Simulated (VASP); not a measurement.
# BN (F-43m) in VASP: a series of runs, part 3 of 4

VASP 6.6.1. The steps go on from the part before.

## Step 5: Single point, r2SCAN (volume scaled by 0.97)

The input, POSCAR:

```
BN
1.0
    0.0000000000      1.7865820678      1.7865820678
    1.7865820678      0.0000000000      1.7865820678
    1.7865820678      1.7865820678      0.0000000000
B N
1 1
Direct
    0.0000000000      0.0000000000      0.0000000000
    0.7500000000      0.7500000000      0.7500000000
```

The input, INCAR.step1:

```
SYSTEM = BN
PREC     = Accurate       ! precision mode
ENCUT    = 910            ! plane-wave cutoff, eV
ISMEAR   = 0              ! smearing method
SIGMA    = 0.02           ! smearing width, eV
LREAL    = .False.        ! projectors in reciprocal space
LASPH    = .True.         ! aspherical terms in the spheres
NELM     = 120            ! most SCF steps
NBANDS   = 11             ! bands
GGA      = PE             ! functional
ALGO     = Normal         ! electronic algorithm
EDIFF    = 1E-5           ! SCF threshold, eV
LWAVE    = .True.         ! write WAVECAR
LCHARG   = .False.        ! write CHGCAR
GGA_COMPAT= .False.
```

The input, INCAR.step2:

```
SYSTEM = BN
PREC     = Accurate       ! precision mode
ENCUT    = 910            ! plane-wave cutoff, eV
EDIFF    = 1E-6           ! SCF threshold, eV
ISMEAR   = 0              ! smearing method
SIGMA    = 0.02           ! smearing width, eV
LREAL    = .False.        ! projectors in reciprocal space
LASPH    = .True.         ! aspherical terms in the spheres
NELM     = 120            ! most SCF steps
ALGO     = Normal         ! electronic algorithm
ISIF     = 2              ! what is computed and relaxed
LWAVE    = .False.        ! write WAVECAR
LCHARG   = .False.        ! write CHGCAR
METAGGA  = R2SCAN         ! meta-GGA
LMIXTAU  = .True.       
NBANDS   = 11             ! bands
ISTART   = 1            
GGA_COMPAT= .False.
```

The input, KPOINTS:

```
regular mesh
0
Gamma
  12 12 12
  0 0 0
```

Potentials or basis: VASP PAW PBE potentials, release 64 (B_h, N_h).

The run is started by

```
$ cat potpaw_PBE.64/B_h/POTCAR potpaw_PBE.64/N_h/POTCAR > POTCAR
$ cp INCAR.step1 INCAR
$ mpirun -np 1 vasp_std > vasp.out
$ cp INCAR.step2 INCAR
$ mpirun -np 1 vasp_std > vasp.out
```

OUTCAR:

```text
SYSTEM = BN
   PREC = Accurate
   ENCUT = 910
   EDIFF = 1E-6
   ISMEAR = 0
   LREAL = .False.
   LASPH = .True.
   NELM = 120
   ISIF = 2
   METAGGA = R2SCAN
   ISTART = 1

 ion  position               nearest neighbor table
   1  0.000  0.000  0.000-
   2  0.750  0.750  0.750-

  LATTYP: Found a face centered cubic cell.
 ALAT       =     3.5731641356

  Lattice vectors:

 A1 = (   0.0000000000,   1.7865820678,   1.7865820678)
 A2 = (   1.7865820678,   0.0000000000,   1.7865820678)
 A3 = (   1.7865820678,   1.7865820678,   0.0000000000)

Analysis of symmetry for initial positions (statically):
=====================================================================
 Subroutine PRICEL returns:
 Original cell was already a primitive cell.

 Routine SETGRP: Setting up the symmetry group for a
 face centered cubic supercell.

 Subroutine GETGRP returns: Found 24 space group operations
 (whereof 24 operations were pure point group operations)
 out of a pool of 48 trial point group operations.

The static configuration has the point symmetry T_d .

Analysis of symmetry for dynamics (positions and initial velocities):
=====================================================================
 Subroutine PRICEL returns:
 Original cell was already a primitive cell.

 Routine SETGRP: Setting up the symmetry group for a
 face centered cubic supercell.

 Subroutine GETGRP returns: Found 24 space group operations
 (whereof 24 operations were pure point group operations)
 out of a pool of 48 trial point group operations.

The dynamic configuration has the point symmetry T_d .

 Subroutine INISYM returns: Found 24 space group operations
 (whereof 24 operations are pure point group operations),
 and found     1 'primitive' translations

----------------------------------------------------------------------------------------

                                     Primitive cell

  volume of cell :      11.4051

  direct lattice vectors                    reciprocal lattice vectors
     0.000000000  1.786582068  1.786582068    -0.279863998  0.279863998  0.279863998
     1.786582068  0.000000000  1.786582068     0.279863998 -0.279863998  0.279863998
     1.786582068  1.786582068  0.000000000     0.279863998  0.279863998 -0.279863998

  length of vectors
     2.526608591  2.526608591  2.526608591     0.484738664  0.484738664  0.484738664

  position of ions in fractional coordinates (direct lattice)
     0.000000000  0.000000000  0.000000000
     0.750000000  0.750000000  0.750000000

  ion indices of the primitive-cell ions
   primitive index   ion index
                 1           1
                 2           2

----------------------------------------------------------------------------------------

 KPOINTS: regular mesh

Automatic generation of k-mesh.
 Grid dimensions read from file:
 generate k-points for:   12   12   12

 Generating k-lattice:

  Cartesian coordinates                     Fractional coordinates (reciprocal lattice)
    -0.023322000  0.023322000  0.023322000     0.083333333  0.000000000  0.000000000
     0.023322000 -0.023322000  0.023322000     0.000000000  0.083333333  0.000000000
     0.023322000  0.023322000 -0.023322000     0.000000000  0.000000000  0.083333333

  Length of vectors
     0.040394889  0.040394889  0.040394889

  Shift w.r.t. Gamma in fractional coordinates (k-lattice)
     0.000000000  0.000000000  0.000000000

 Subroutine IBZKPT returns following result:
 ===========================================

 Found     72 irreducible k-points:

 Following reciprocal coordinates:
            Coordinates               Weight
  0.000000  0.000000  0.000000      1.000000
  0.083333  0.000000  0.000000      8.000000
  0.166667  0.000000  0.000000      8.000000
  0.250000  0.000000  0.000000      8.000000
  0.333333  0.000000  0.000000      8.000000
  0.416667  0.000000  0.000000      8.000000
[... 16 lines left out ...]
  0.500000  0.166667  0.000000     24.000000
 -0.416667  0.166667  0.000000     24.000000
 [... further k-points ...]
   k-points           NKPTS =     72   k-points in BZ     NKDIM =     72   number of bands    NBANDS=     11
   number of dos      NEDOS =    301   number of ions     NIONS =      2
   total plane-waves  NPLWV =  21952
   dimension x,y,z NGX =    28 NGY =   28 NGZ =   28
   dimension x,y,z NGXF=    56 NGYF=   56 NGZF=   56
   ions per type =               1   1
   NGX,Y,Z   is equivalent  to a cutoff of  18.42, 18.42, 18.42 a.u.
   NGXF,Y,Z  is equivalent  to a cutoff of  36.85, 36.85, 36.85 a.u.
 SYSTEM =  BN
   PREC   = accura    normal or accurate (medium, high low for compatibility)
   ISTART =      1    job   : 0-new  1-cont  2-samecut
   ICHARG =      0    charge: 1-file 2-atom 10-const
   ISPIN  =      1    spin polarized calculation?
   LNONCOLLINEAR =      F non collinear calculations
   LSORBIT =      F    spin-orbit coupling
   LASPH  =      T    aspherical Exc in radial PAW
   ENCUT  =  910.0 eV  66.88 Ry    8.18 a.u.   6.21  6.21  6.21*2*pi/ulx,y,z
   NELM   =    120;   NELMIN=  2; NELMDL=  0     # of ELM steps
   EDIFF  = 0.1E-05   stopping-criterion for ELM
   LREAL  =      F    real-space projection
   EDIFFG = 0.1E-04   stopping-criterion for IOM
   NSW    =      0    number of steps for IOM
   IBRION =     -1    ionic relax: 0-MD 1-quasi-New 2-CG
   NFREE  =      0    steps in history (QN), initial steepest desc. (CG)
   ISIF   =      2    stress and relaxation
   ISYM   =      2    0-nonsym 1-usesym 2-fastsym
   POTIM  = 0.5000    time-step for ionic-motion
   TEBEG  =    0.0;   TEEND  =   0.0 temperature during run
   PSTRESS=    0.0 pullay stress
   NELECT =       8.0000    total number of electrons
   NUPDOWN=      -1.0000    fix difference up-down
   EMIN   =  10.00;   EMAX   =-10.00  energy-range for DOS
   EFERMI =   0.00;   METHOD = LEGACY
   ISMEAR =     0;   SIGMA  =   0.02  broadening in eV -4-tet -1-fermi 0-gaus
   EFERMI_NEDOS =   21; number of points for ismear=-14 and -15
   IALGO  =     38    algorithm
   IMIX   =      4    mixing-type and parameters
     AMIX     =   0.40;   BMIX     =  1.00
     AMIX_MAG =   1.60;   BMIX_MAG =  1.00
  volume/ion in A,a.u.               =       5.70        38.48
  Fermi-wavevector in a.u.,A,eV,Ry     =   1.454583  2.748763 28.787368  2.115812
  Thomas-Fermi vector in A             =   2.571717
   LORBIT       =      0    0 simple, 1 ext, 2 COOP (PROOUT), +10 PAW based schemes
   METAGGA = R2SCAN    functional components
   LHFCALC =     F    Hartree Fock is set to
   AEXX    =    0.0000 exact exchange contribution
   IVDW    =     0    specifies the selected vdW correction
   LEPSILON=     F    determine dielectric tensor
   LRPA    =     F    only Hartree local field effects (RPA)
 non-spin polarized calculation
 Gauss-broadening in eV      SIGMA  =   0.02
  energy-cutoff  :      910.00
  volume of cell :       11.41
 maximum number of plane-waves:       725
 NGX is ok and might be reduce to    28

 number of electron       8.0000000 magnetization

 Free energy of the ion-electron system (eV)
  ---------------------------------------------------
  ext. energy  EPLUGINS =         0.00000000
  ---------------------------------------------------
  free energy    TOTEN  =       -19.18652723 eV

  energy without entropy =      -19.18652723  energy(sigma->0) =      -19.18652723

 E-fermi :   9.6683     XC(G=0): -13.9453

 val. band max:        9.4185498234   @ k =   0.0000   0.0000   0.0000
 cond. band min:      14.4549863518   @ k =   0.5000   0.5000   0.0000
 fundamental gap:      5.0364365284
 Fermi energy:         9.6682770895

 k-point     1 :       0.0000    0.0000    0.0000
  band No.  band energies     occupation
      1     -12.2751      2.00000
      2       9.4185      2.00000
      3       9.4185      2.00000
      4       9.4185      2.00000
      5      19.1423      0.00000
      6      19.1423      0.00000
      7      19.1423      0.00000
      8      21.0910      0.00000
      9      36.2619      0.00000
     10      38.5547      0.00000
     11      38.5547      0.00000
[... 309 lines left out ...]
 k-point    24 :      -0.4167    0.1667    0.0000
  band No.  band energies     occupation
      1      -7.4215      2.00000
      2      -1.2491      2.00000
      3       5.0048      2.00000
      4       6.6659      2.00000
      5      19.6243      0.00000
      6      22.8193      0.00000
      7      22.8967      0.00000
      8      26.7279      0.00000
      9      32.2551      0.00000
     10      36.4394      0.00000
     11      38.4245      0.00000

 [... further k-points ...]

------------------------ aborting loop because EDIFF is reached ----------------------------------------

  FORCE on cell =-STRESS in cart. coord.  units (eV):
  Direction    XX          YY          ZZ          XY          YZ          ZX
  --------------------------------------------------------------------------------------
  -------------------------------------------------------------------------------------
  Total        0.8560886      0.8560886      0.8560886     -0.0000000     -0.0000000     -0.0000000
  in kB      120.2625406    120.2625406    120.2625406     -0.0000000     -0.0000000     -0.0000000
  external PRESSURE =     120.2625406 kB  Pullay stress =       0.0000000 kB

 VOLUME and BASIS-vectors are now :
 -----------------------------------------------------------------------------
  energy-cutoff  :      910.00
  volume of cell :       11.41
      direct lattice vectors                 reciprocal lattice vectors
     0.000000000  1.786582068  1.786582068    -0.279863998  0.279863998  0.279863998
     1.786582068  0.000000000  1.786582068     0.279863998 -0.279863998  0.279863998
     1.786582068  1.786582068  0.000000000     0.279863998  0.279863998 -0.279863998

 POSITION                                       TOTAL-FORCE (eV/Angst)
 -----------------------------------------------------------------------------------
      0.00000      0.00000      0.00000        -0.000000     -0.000000     -0.000000
      2.67987      2.67987      2.67987         0.000000      0.000000      0.000000
 -----------------------------------------------------------------------------------
    total drift:                               -0.000000     -0.000000     -0.000000

  FREE ENERGIE OF THE ION-ELECTRON SYSTEM (eV)
  ---------------------------------------------------
  free  energy   TOTEN  =       -19.1865272346 eV

  energy  without entropy=      -19.1865272346  energy(sigma->0) =      -19.18652723
```

It took 61 s on 1 thread of Intel Xeon Platinum 8375C at 2.90GHz (Ice Lake), shared host; peak memory 0.16 GiB.

What came out:

| Item | Value |
| --- | --- |
| Free energy | -19.1865 eV |
| Pressure | 12.0 GPa |
| Band gap on the k mesh | 5.04 eV, indirect (least direct gap 9.72 eV) |

Levels at points of the mesh, in eV from the valence-band top:
```csv
k point,band 1,band 2,band 3,band 4,band 5,band 6,band 7,band 8,band 9
"(0.00, 0.00, 0.00)",-21.69,0.00,0.00,0.00,9.72,9.72,9.72,11.67,26.84
"(0.50, 0.00, 0.00)",-17.23,-11.40,-2.08,-2.08,11.27,11.69,11.69,16.80,25.44
"(0.50, 0.50, 0.00)",-15.76,-9.55,-5.27,-5.27,5.04,10.03,19.85,19.85,22.84
```

Caveat: the cutoff is under 1.25 times the usual one of these potentials, so pressure, stress and relaxed cells hold a basis-set (Pulay) error; the PAW data sets were made with another functional, which shifts forces and pressure a little.

## Step 6: Single point, r2SCAN

This run uses another cell than the first one: it holds 8 atoms, not 2.

The input, POSCAR:

```
BN
1.0
    3.6096275109      0.0000000000      0.0000000000
    0.0000000000     -3.6096275109      0.0000000000
    0.0000000000      0.0000000000     -3.6096275109
B N
4 4
Direct
    0.0000000000      0.0000000000      0.0000000000
    0.5000000000      0.5000000000      0.0000000000
    0.5000000000      0.0000000000      0.5000000000
    0.0000000000      0.5000000000      0.5000000000
    0.7500000000      0.7500000000      0.7500000000
    0.2500000000      0.2500000000      0.7500000000
    0.2500000000      0.7500000000      0.2500000000
    0.7500000000      0.2500000000      0.2500000000
```

The input, INCAR.step1:

```
ALGO = Normal
EDIFF = 1E-5
ENCUT = 910
GGA = PE
GGA_COMPAT = False
ISMEAR = 0
LASPH = True
LCHARG = False
LREAL = False
LWAVE = True
NBANDS = 26
NELM = 120
PREC = Accurate
SIGMA = 0.05
```

The input, INCAR.step2:

```
ALGO = Normal
EDIFF = 1E-6
ENCUT = 910
GGA_COMPAT = False
ISIF = 2
ISMEAR = 0
ISTART = 1
LASPH = True
LCHARG = False
LMIXTAU = True
LREAL = False
LWAVE = False
METAGGA = R2SCAN
NBANDS = 26
NELM = 120
PREC = Accurate
SIGMA = 0.05
```

The input, KPOINTS:

```
k-points
0
Gamma
  6 6 6
```

Potentials or basis: VASP PAW PBE potentials, release 64 (B_h, N_h).

The run is started by

```
$ cat potpaw_PBE.64/B_h/POTCAR potpaw_PBE.64/N_h/POTCAR > POTCAR
$ cp INCAR.step1 INCAR
$ mpirun -np 1 vasp_std > vasp.out
$ cp INCAR.step2 INCAR
$ mpirun -np 1 vasp_std > vasp.out
```

Run time: 77 s. Hardware: 1 thread of Intel Xeon 6975P-C (Granite Rapids), shared host; peak memory 0.22 GiB.

Results (log left out):

| Item | Value |
| --- | --- |
| Free energy | -76.7992 eV |
| Pressure | -0.6 GPa |
| Band gap on the k mesh | 5.00 eV |

Levels at points of the mesh, in eV from the valence-band top:
```csv
k point,band 12,band 13,band 14,band 15,band 16,band 17,band 18,band 19,band 20,band 21
"(0.00, 0.00, 0.00)",-5.11,-5.11,0.00,0.00,0.00,5.00,5.00,5.00,9.57,9.57
"(0.50, 0.00, 0.00)",-4.21,-3.13,-3.13,-3.13,-3.13,7.45,7.45,10.36,10.36,12.31
"(0.50, 0.50, 0.00)",-5.84,-2.18,-2.18,-2.18,-2.18,10.47,10.47,10.47,10.47,13.11
"(0.50, 0.50, 0.50)",-2.02,-2.02,-2.02,-2.02,-2.02,10.85,10.85,10.85,10.85,11.51
```

Caveat: the cutoff is under 1.25 times the usual one of these potentials, so pressure, stress and relaxed cells hold a basis-set (Pulay) error; the PAW data sets were made with another functional, which shifts forces and pressure a little. A k mesh can miss the band edges.

[end of part 3 of 4]
